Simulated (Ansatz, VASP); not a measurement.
**Two plane-wave programs on Sn2Se**

```
CELL_PARAMETERS angstrom
5.75628 0.00000 0.00000
0.00000 5.75628 0.00000
0.00000 0.00000 3.05689
ATOMIC_POSITIONS crystal
Sn 0.00000 0.50000 0.50000
Sn 0.50000 0.00000 0.50000
Se 0.50000 0.50000 0.50000
```

Alike in both runs: functional PBE; k mesh 8 × 8 × 16; occupations gaussian, width 0.1 eV; no spin polarisation.

Ansatz relaxed the structure, and its values are those at the end. VASP's run is a single point on that final structure, the one shown.

```csv
,VASP,Ansatz
version,VASP 6.6.1,Ansatz 0.2.0
potentials or method,"VASP PAW PBE potentials, release 64 (Sn_d, Se), cutoff 520 eV","scalar-relativistic, plane waves, PAW"
valence electrons in the cell,34,44
```

```tsv
	VASP	Ansatz	Ansatz less VASP
gap on the k mesh at the Fermi level (eV)	none	none	-
pressure (GPa)	0.0	0.0	+0.02
```

A gap of «none» marks a metal or a gap that the smearing closes. VASP's potentials hold 34 valence electrons a cell and Ansatz's 44, so a difference there can come from the potentials and not from the codes.
